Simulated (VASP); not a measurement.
Mo, 12 atoms in the cell. The cell holds a slab with vacuum, 12 atoms: a = 3.097 Å, b = 4.380 Å, c = 33.471 Å, α = 90.00°, β = 90.00°, γ = 90.00°. 

- Program: VASP 6.6.1
- Task: single point
- Functional: PBE
- Potentials or basis: VASP PAW PBE potentials, release 64 (Mo_sv)
- Cutoff: 400 eV
- k mesh: 12 × 8 × 1
- Occupations: methfessel-paxton, width 0.1 eV
- Spin: no spin polarisation
- Dipole correction: yes
- Further INCAR settings: ALGO = Normal; EDIFF = 1e-06; NBANDS = 96; NELMDL = -8

Potentials or basis: VASP PAW PBE potentials, release 64 (Mo_sv).

Launch:

```sh
$ cat potpaw_PBE.64/Mo_sv/POTCAR > POTCAR
$ mpirun -np 1 vasp_std > vasp.out
```

Hardware: 1 thread of Intel Xeon 8259CL (shared host).

**Question.** How long does it take, and how much memory?

**Answer.** Wall time 100 min on 1 thread of Intel Xeon 8259CL, with other jobs on the host, peak memory 0.78 GiB. Counts: scf iterations 46, k points 35.
